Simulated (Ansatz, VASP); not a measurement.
## LiSi16 in VASP and in Ansatz

```
CELL_PARAMETERS angstrom
0.00000 5.43000 5.43000
5.43000 0.00000 5.43000
5.43000 5.43000 0.00000
ATOMIC_POSITIONS crystal
Si 0.99973 0.00023 0.00050
Si 0.12214 0.12258 0.12282
Si 0.99821 0.99855 0.50205
Si 0.12212 0.12252 0.63340
Si 0.99824 0.50181 0.99875
Si 0.12214 0.63314 0.12276
Si 0.99817 0.50179 0.50203
Si 0.12812 0.62408 0.62428
Si 0.50137 0.99863 0.99880
Si 0.63266 0.12258 0.12280
Si 0.50137 0.99854 0.50204
Si 0.62372 0.12843 0.62430
Si 0.50138 0.50181 0.99874
Si 0.62374 0.62411 0.12858
Si 0.49984 0.50015 0.50031
Si 0.62368 0.62407 0.62427
Li 0.24972 0.25025 0.25054
```

Alike in both runs: functional LDA; k mesh 2 × 2 × 2; occupations gaussian, width 0.02 eV; collinear spin.

Ansatz relaxed the structure, and its values are those at the end. VASP's run is a single point on that final structure, the one shown.

```csv
,VASP,Ansatz
version,VASP 6.6.1,Ansatz 0.2.0
potentials or method,"VASP PAW LDA potentials, release 64 (Si, Li_sv), cutoff 520 eV","scalar-relativistic, plane waves, PAW"
valence electrons in the cell,67,67
```

```tsv
	VASP	Ansatz	Ansatz less VASP
rms of the force components (eV/Å)	0.006	0.005	-0.0004
net moment per atom (μB)	0.01	0.00	-0.005
```

Ansatz warns that its potentials were made for another functional, while VASP's fit it. LDA's correlation is that of Perdew and Zunger in VASP and of Perdew and Wang (1992) in Ansatz. Ansatz's warnings: seeded moment not kept.

The k mesh is coarse, so the values compare programs but aren't converged. Noted on VASP's run: the cutoff is short for stress, so the pressure is rough.
